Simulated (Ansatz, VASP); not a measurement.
**AlNi3 in VASP and in Ansatz**

```
CELL_PARAMETERS angstrom
0.00000 2.82202 2.82202
2.82202 0.00000 2.82202
2.82202 2.82202 0.00000
ATOMIC_POSITIONS crystal
Al 0.50000 0.50000 0.50000
Ni 0.25000 0.25000 0.25000
Ni 0.00000 0.00000 0.00000
Ni 0.75000 0.75000 0.75000
```

Alike in both runs: task single point; functional LDA; k mesh 14 × 14 × 14; occupations gaussian, width 0.15 eV; no spin polarisation.

|  | VASP | Ansatz |
| --- | --- | --- |
| version | VASP 6.6.1 | Ansatz 0.2.0 |
| potentials or method | VASP PAW LDA potentials, release 64 (Al, Ni), cutoff 520 eV | scalar-relativistic, plane waves, PAW |
| valence electrons in the cell | 33 | 57 |

|  | VASP | Ansatz | Ansatz less VASP |
| --- | --- | --- | --- |
| gap on the k mesh at the Fermi level (eV) | none | none | - |
| pressure (GPa) | -10.8 | -11.1 | -0.25 |

Ansatz warns that its potentials were made for another functional, while VASP's fit it. LDA's correlation is that of Perdew and Zunger in VASP and of Perdew and Wang (1992) in Ansatz. A gap of «none» marks a metal or a gap that the smearing closes. VASP's potentials hold 33 valence electrons a cell and Ansatz's 57, so a difference there can come from the potentials and not from the codes.
